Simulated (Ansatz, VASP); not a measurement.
**Si: VASP beside Ansatz**

```
CELL_PARAMETERS angstrom
3.86351 0.00000 0.00000
-1.93175 3.34590 0.00000
0.00000 0.00000 18.96360
ATOMIC_POSITIONS crystal
Si 0.00000 0.00000 0.81290
Si 0.00000 0.00000 0.31290
Si 0.33333 0.66667 0.97925
Si 0.66667 0.33333 0.47925
Si 0.33333 0.66667 0.64538
Si 0.66667 0.33333 0.14538
Si 0.00000 0.00000 0.68710
Si 0.00000 0.00000 0.18710
Si 0.33333 0.66667 0.85462
Si 0.66667 0.33333 0.35462
Si 0.33333 0.66667 0.52075
Si 0.66667 0.33333 0.02075
```

Alike in both runs: functional PBE; k mesh 6 × 6 × 1; occupations gaussian, width 0.1 eV; no spin polarisation.

Ansatz relaxed the structure, and its values are those at the end. VASP's run is a single point on that final structure, the one shown.

|  | VASP | Ansatz |
| --- | --- | --- |
| version | VASP 6.6.1 | Ansatz 0.2.0 |
| potentials or method | VASP PAW PBE potentials, release 64 (Si), cutoff 520 eV | scalar-relativistic, plane waves, PAW |
| valence electrons in the cell | 48 | 48 |

```csv
,VASP,Ansatz,Ansatz less VASP
gap on the k mesh at the Fermi level (eV),0.61,0.61,-0.002
least direct gap on the mesh (eV),1.28,1.28,-0.005
pressure (GPa),0.0,0.1,+0.08
```
